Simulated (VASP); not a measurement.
Runs of VASP 6.6.1 on Mo. The structure is that of space group Im-3m (No. 229), or close to it. The cells are those of the table. 

```csv
cell,gap on the mesh (eV),pressure (GPa)
"a = 2.748 Å, angles 109.5°, 1 atom",none,-4.3
"a = 2.655 Å, angles 109.5°, 1 atom",none,28.3
"a = 2.813 Å, angles 109.5°, 1 atom",none,-19.8
"a = 2.792 Å, angles 109.5°, 1 atom",none,(b)
"a = 2.679 Å, angles 109.5°, 1 atom",none,18.5
"a = 2.702 Å, angles 109.5°, 1 atom",none,(a)
"a = 2.770 Å, angles 109.5°, 1 atom",none,-10.2
"a = 2.631 Å, angles 109.5°, 1 atom",none,(c)
"a = 2.725 Å, angles 109.5°, 1 atom",none,2.3
```

Alike in all rows: task single point; level r2SCAN; potentials or basis VASP PAW PBE potentials, release 64 (Mo_sv); no spin polarisation; k mesh 15 × 15 × 15; cutoff (eV) 520; smearing fermi-dirac 0.1 eV.

Q: Fill in the values left out.

A: (a) 9.9; (b) -15.3; (c) 39.3.

Caveats: the PAW data sets were made with another functional, which shifts forces and pressure a little.

A k mesh can miss the band edges, and the runs leave out spin-orbit coupling on Mo.

A gap of «none» marks levels without a gap at the run's occupations.
